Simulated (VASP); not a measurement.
# Br (Fd-3m) in VASP: a series of runs

The runs below take Br through single point, with PBE.

All numbers are computed with VASP 6.6.1; they aren't measurements. Logs are shortened: lines on timing, memory, paths and dates and some standing lists are left out, and cuts for length are marked.

### 1 The cell of the first run

It takes space group Fd-3m (No. 227, cubic). The conventional cell has a = 5.462 Å, b = 5.462 Å, c = 5.462 Å, α = 90.00°, β = 90.00°, γ = 90.00°. Br (site symmetry -43m) has 4 Br at 2.37 Å within 3.1 Å.

### 2 Single point, PBE

File INCAR:

```
SYSTEM = Br
PREC = Accurate
ENCUT = 500
EDIFF = 1E-6
ISMEAR = -1
SIGMA = 0.01
LREAL = .FALSE.
LASPH = .TRUE.
NELM = 120
ALGO = Normal
ISIF = 2
LWAVE = .FALSE.
LCHARG = .FALSE.
GGA = PE
NBANDS = 14
GGA_COMPAT = .FALSE.
```

File KPOINTS:

```
regular mesh
0
G
  6 6 6
  0 0 0
```

File POSCAR:

```
Br
1.0
    0.0000000000      2.7312141761      2.7312141761
    2.7312141761      0.0000000000      2.7312141761
    2.7312141761      2.7312141761      0.0000000000
Br
2
Direct
    1.0000000000      1.0000000000      1.0000000000
    0.2500000000      0.2500000000      0.2500000000
```

Potentials or basis: VASP PAW PBE potentials, release 64 (Br).

On the command line:

```sh
cat potpaw_PBE.64/Br/POTCAR > POTCAR
mpirun -np 1 vasp_std > vasp.out
```

OUTCAR:

```text
SYSTEM = Br
   PREC = Accurate
   ENCUT = 500
   EDIFF = 1E-6
   ISMEAR = -1
   LREAL = .FALSE.
   LASPH = .TRUE.
   NELM = 120
   ISIF = 2
   GGA = PE

 ion  position               nearest neighbor table
   1  0.000  0.000  0.000-   2 2.37   2 2.37   2 2.37   2 2.37
   2  0.250  0.250  0.250-   1 2.37   1 2.37   1 2.37   1 2.37

  LATTYP: Found a face centered cubic cell.
 ALAT       =     5.4624283522

  Lattice vectors:

 A1 = (   0.0000000000,   2.7312141761,   2.7312141761)
 A2 = (   2.7312141761,   0.0000000000,   2.7312141761)
 A3 = (   2.7312141761,   2.7312141761,   0.0000000000)

Analysis of symmetry for initial positions (statically):
=====================================================================
 Subroutine PRICEL returns:
 Original cell was already a primitive cell.

 Routine SETGRP: Setting up the symmetry group for a
 face centered cubic supercell.

 Subroutine GETGRP returns: Found 48 space group operations
 (whereof 24 operations were pure point group operations)
 out of a pool of 48 trial point group operations.

The static configuration has the point symmetry T_d .
 The point group associated with its full space group is O_h .

Analysis of symmetry for dynamics (positions and initial velocities):
=====================================================================
 Subroutine PRICEL returns:
 Original cell was already a primitive cell.

 Routine SETGRP: Setting up the symmetry group for a
 face centered cubic supercell.

 Subroutine GETGRP returns: Found 48 space group operations
 (whereof 24 operations were pure point group operations)
 out of a pool of 48 trial point group operations.

The dynamic configuration has the point symmetry T_d .
 The point group associated with its full space group is O_h .

 Subroutine INISYM returns: Found 48 space group operations
 (whereof 24 operations are pure point group operations),
 and found     1 'primitive' translations

----------------------------------------------------------------------------------------

                                     Primitive cell

  volume of cell :      40.7472

  direct lattice vectors                    reciprocal lattice vectors
     0.000000000  2.731214176  2.731214176    -0.183068763  0.183068763  0.183068763
     2.731214176  0.000000000  2.731214176     0.183068763 -0.183068763  0.183068763
     2.731214176  2.731214176  0.000000000     0.183068763  0.183068763 -0.183068763

  length of vectors
     3.862520130  3.862520130  3.862520130     0.317084398  0.317084398  0.317084398

  position of ions in fractional coordinates (direct lattice)
     0.000000000  0.000000000  0.000000000
     0.250000000  0.250000000  0.250000000

  ion indices of the primitive-cell ions
   primitive index   ion index
                 1           1
                 2           2

----------------------------------------------------------------------------------------

 KPOINTS: regular mesh

Automatic generation of k-mesh.
 Grid dimensions read from file:
 generate k-points for:    6    6    6

 Generating k-lattice:

  Cartesian coordinates                     Fractional coordinates (reciprocal lattice)
    -0.030511460  0.030511460  0.030511460     0.166666667  0.000000000  0.000000000
     0.030511460 -0.030511460  0.030511460     0.000000000  0.166666667  0.000000000
     0.030511460  0.030511460 -0.030511460     0.000000000  0.000000000  0.166666667

  Length of vectors
     0.052847400  0.052847400  0.052847400

  Shift w.r.t. Gamma in fractional coordinates (k-lattice)
     0.000000000  0.000000000  0.000000000

 Subroutine IBZKPT returns following result:
 ===========================================

 Found     16 irreducible k-points:

 Following reciprocal coordinates:
            Coordinates               Weight
  0.000000  0.000000  0.000000      1.000000
  0.166667  0.000000  0.000000      8.000000
  0.333333  0.000000  0.000000      8.000000
  0.500000  0.000000  0.000000      4.000000
  0.166667  0.166667  0.000000      6.000000
  0.333333  0.166667  0.000000     24.000000
[... 8 lines left out ...]
 -0.333333  0.333333  0.166667     24.000000
 -0.333333  0.500000  0.166667     12.000000
   k-points           NKPTS =     16   k-points in BZ     NKDIM =     16   number of bands    NBANDS=     14
   number of dos      NEDOS =    301   number of ions     NIONS =      2
   total plane-waves  NPLWV =  21952
   dimension x,y,z NGX =    28 NGY =   28 NGZ =   28
   dimension x,y,z NGXF=    56 NGYF=   56 NGZF=   56
   ions per type =               2
   NGX,Y,Z   is equivalent  to a cutoff of  12.05, 12.05, 12.05 a.u.
   NGXF,Y,Z  is equivalent  to a cutoff of  24.10, 24.10, 24.10 a.u.
 SYSTEM =  Br
   PREC   = accura    normal or accurate (medium, high low for compatibility)
   ISTART =      0    job   : 0-new  1-cont  2-samecut
   ICHARG =      2    charge: 1-file 2-atom 10-const
   ISPIN  =      1    spin polarized calculation?
   LNONCOLLINEAR =      F non collinear calculations
   LSORBIT =      F    spin-orbit coupling
   LASPH  =      T    aspherical Exc in radial PAW
   ENCUT  =  500.0 eV  36.75 Ry    6.06 a.u.   7.04  7.04  7.04*2*pi/ulx,y,z
   NELM   =    120;   NELMIN=  2; NELMDL= -5     # of ELM steps
   EDIFF  = 0.1E-05   stopping-criterion for ELM
   LREAL  =      F    real-space projection
   EDIFFG = 0.1E-04   stopping-criterion for IOM
   NSW    =      0    number of steps for IOM
   IBRION =     -1    ionic relax: 0-MD 1-quasi-New 2-CG
   NFREE  =      0    steps in history (QN), initial steepest desc. (CG)
   ISIF   =      2    stress and relaxation
   ISYM   =      2    0-nonsym 1-usesym 2-fastsym
   POTIM  = 0.5000    time-step for ionic-motion
   TEBEG  =    0.0;   TEEND  =   0.0 temperature during run
   PSTRESS=    0.0 pullay stress
   NELECT =      14.0000    total number of electrons
   NUPDOWN=      -1.0000    fix difference up-down
   EMIN   =  10.00;   EMAX   =-10.00  energy-range for DOS
   EFERMI =   0.00;   METHOD = LEGACY
   ISMEAR =    -1;   SIGMA  =   0.01  broadening in eV -4-tet -1-fermi 0-gaus
   EFERMI_NEDOS =   21; number of points for ismear=-14 and -15
   IALGO  =     38    algorithm
   IMIX   =      4    mixing-type and parameters
     AMIX     =   0.40;   BMIX     =  1.00
     AMIX_MAG =   1.60;   BMIX_MAG =  1.00
  volume/ion in A,a.u.               =      20.37       137.49
  Fermi-wavevector in a.u.,A,eV,Ry     =   1.146617  2.166792 17.887999  1.314731
  Thomas-Fermi vector in A             =   2.283301
   LORBIT       =      0    0 simple, 1 ext, 2 COOP (PROOUT), +10 PAW based schemes
   GGA     = PE    functional components
   LHFCALC =     F    Hartree Fock is set to
   AEXX    =    0.0000 exact exchange contribution
   IVDW    =     0    specifies the selected vdW correction
   LEPSILON=     F    determine dielectric tensor
   LRPA    =     F    only Hartree local field effects (RPA)
 non-spin polarized calculation
  energy-cutoff  :      500.00
  volume of cell :       40.75
 maximum number of plane-waves:      1056
   NGX = 15   NGY = 15   NGZ = 15

 number of electron      13.9999999 magnetization

 Free energy of the ion-electron system (eV)
  ---------------------------------------------------
  ext. energy  EPLUGINS =         0.00000000
  ---------------------------------------------------
  free energy    TOTEN  =         2.47628536 eV

  energy without entropy =        2.47822840  energy(sigma->0) =        2.47725688

 E-fermi :   6.7037     XC(G=0): -10.1041

 val. band max:        6.6774185943   @ k =  -0.3333   0.3333   0.0000
 cond. band min:       6.7061992808   @ k =  -0.3333   0.3333   0.1667
 fundamental gap:      0.0287806865
 Fermi energy:         6.7037128815

 k-point     1 :       0.0000    0.0000    0.0000
  band No.  band energies     occupation
      1     -14.4941      2.00000
      2      -5.7285      2.00000
      3      -0.1139      2.00000
      4      -0.1139      2.00000
      5      -0.1139      2.00000
      6       3.6208      2.00000
      7       3.6208      2.00000
      8       3.6208      2.00000
      9      10.5777      0.00000
     10      13.5047      0.00000
     11      13.5047      0.00000
     12      16.3590      0.00000
     13      16.3590      0.00000
     14      16.3590      0.00000

 k-point     2 :       0.1667    0.0000    0.0000
  band No.  band energies     occupation
      1     -14.2190      2.00000
      2      -6.7218      2.00000
      3      -0.4354      2.00000
      4      -0.4354      2.00000
      5      -0.0110      2.00000
      6       4.1225      2.00000
      7       4.1225      2.00000
      8       4.3213      2.00000
      9      11.6284      0.00000
     10      12.8687      0.00000
     11      12.8687      0.00000
     12      15.6542      0.00000
     13      18.1813      0.00000
     14      18.1813      0.00000

 k-point     3 :       0.3333    0.0000    0.0000
  band No.  band energies     occupation
      1     -13.4993      2.00000
      2      -8.5059      2.00000
      3      -0.9190      2.00000
      4      -0.9190      2.00000
      5      -0.2608      2.00000
      6       4.8789      2.00000
      7       4.8789      2.00000
      8       6.4252      2.00000
      9      12.6405      0.00000
     10      13.1104      0.00000
     11      13.1104      0.00000
     12      15.4667      0.00000
     13      18.8196      0.00000
     14      18.8196      0.00000
[... 188 lines left out ...]
 k-point    15 :      -0.3333    0.3333    0.1667
  band No.  band energies     occupation
      1     -12.1814      2.00000
      2     -10.4058      2.00000
      3      -2.7861      2.00000
      4      -1.9587      2.00000
      5       2.5076      2.00000
      6       4.6211      2.00000
      7       6.7062      0.87632
      8       6.8565      0.00000
      9      11.2188      0.00000
     10      13.0478      0.00000
     11      14.9563      0.00000
     12      17.1860      0.00000
     13      19.0293      0.00000
     14      20.6620      0.00000

 k-point    16 :      -0.3333    0.5000    0.1667
  band No.  band energies     occupation
      1     -11.3329      2.00000
      2     -11.3329      2.00000
      3      -2.5026      2.00000
      4      -2.5026      2.00000
      5       3.3240      2.00000
      6       3.3240      2.00000
      7       7.2695      0.00000
      8       7.2695      0.00000
      9      12.2132      0.00000
     10      12.2132      0.00000
     11      16.2623      0.00000
     12      16.2623      0.00000
     13      20.2674      0.00000
     14      20.2674      0.00000

------------------------ aborting loop because EDIFF is reached ----------------------------------------

  FORCE on cell =-STRESS in cart. coord.  units (eV):
  Direction    XX          YY          ZZ          XY          YZ          ZX
  --------------------------------------------------------------------------------------
  -------------------------------------------------------------------------------------
  Total       15.2781671     15.2781671     15.2781671      0.0000000     -0.0000000     -0.0000000
  in kB      600.7372594    600.7372594    600.7372594      0.0000000     -0.0000000     -0.0000000
  external PRESSURE =     600.7372594 kB  Pullay stress =       0.0000000 kB

 VOLUME and BASIS-vectors are now :
 -----------------------------------------------------------------------------
  energy-cutoff  :      500.00
  volume of cell :       40.75
      direct lattice vectors                 reciprocal lattice vectors
     0.000000000  2.731214176  2.731214176    -0.183068763  0.183068763  0.183068763
     2.731214176  0.000000000  2.731214176     0.183068763 -0.183068763  0.183068763
     2.731214176  2.731214176  0.000000000     0.183068763  0.183068763 -0.183068763

 POSITION                                       TOTAL-FORCE (eV/Angst)
 -----------------------------------------------------------------------------------
      0.00000      0.00000      0.00000         0.000000      0.000000      0.000000
      1.36561      1.36561      1.36561        -0.000000     -0.000000     -0.000000
 -----------------------------------------------------------------------------------
    total drift:                                0.000000      0.000000     -0.000000

  FREE ENERGIE OF THE ION-ELECTRON SYSTEM (eV)
  ---------------------------------------------------
  free  energy   TOTEN  =         2.4762853577 eV

  energy  without entropy=        2.4782284014  energy(sigma->0) =        2.47725688
```

Wall time 4.5 s (1 thread of Intel Xeon 6975P-C (Granite Rapids), shared host); peak memory 0.15 GiB.

Results:

```yaml
Free_energy: 2.4763 eV
Pressure: 60.1 GPa
Band_gap_on_the_k_mesh: zero (bands 7 and 8 overlap by 4.68 eV)
```

Caveat: the cell stands under pressure.

### 3 Single point, PBE

This run uses another cell than the first one, of 22.98 Å³/atom.

File INCAR:

```
ALGO = Normal
EDIFF = 1E-6
ENCUT = 500
GGA = PE
GGA_COMPAT = F
ISIF = 2
ISMEAR = -1
LASPH = T
LCHARG = T
LELF = T
LREAL = F
LVHAR = T
LWAVE = F
NBANDS = 14
NELM = 120
PREC = Accurate
SIGMA = 0.01
```

File KPOINTS:

```
k-points
0
Gamma
  6 6 6
```

File POSCAR:

```
Br
1.0
    0.0000000000      2.8429386132      2.8429386132
    2.8429386132      0.0000000000      2.8429386132
    2.8429386132      2.8429386132      0.0000000000
Br
2
Direct
    1.0000000000      1.0000000000      1.0000000000
    0.2500000000      0.2500000000      0.2500000000
```

Potentials or basis: VASP PAW PBE potentials, release 64 (Br).

On the command line:

```sh
cat potpaw_PBE.64/Br/POTCAR > POTCAR
mpirun -np 1 vasp_std > vasp.out
```

Wall time 6.4 s (1 thread of Intel Xeon 6975P-C (Granite Rapids), shared host); peak memory 0.16 GiB.

The run converged. Its results:

| Property | Result |
| --- | --- |
| Free energy | 0.8766 eV |
| Pressure | 40.0 GPa |
| Band gap on the k mesh | zero (bands 7 and 8 overlap by 3.85 eV) |

Levels at points of the mesh, in eV from the Fermi level:
```
           k point  band 5  band 6  band 7  band 8  band 9  band 10
(0.00, 0.00, 0.00)   -6.00   -2.59   -2.59   -2.59    4.13     7.26
(0.50, 0.00, 0.00)   -6.52   -1.24   -1.24    0.82    6.72     6.94
(0.50, 0.50, 0.00)   -3.87   -3.87    1.26    1.26    5.98     5.98
```

Caveat: the cell stands under pressure.
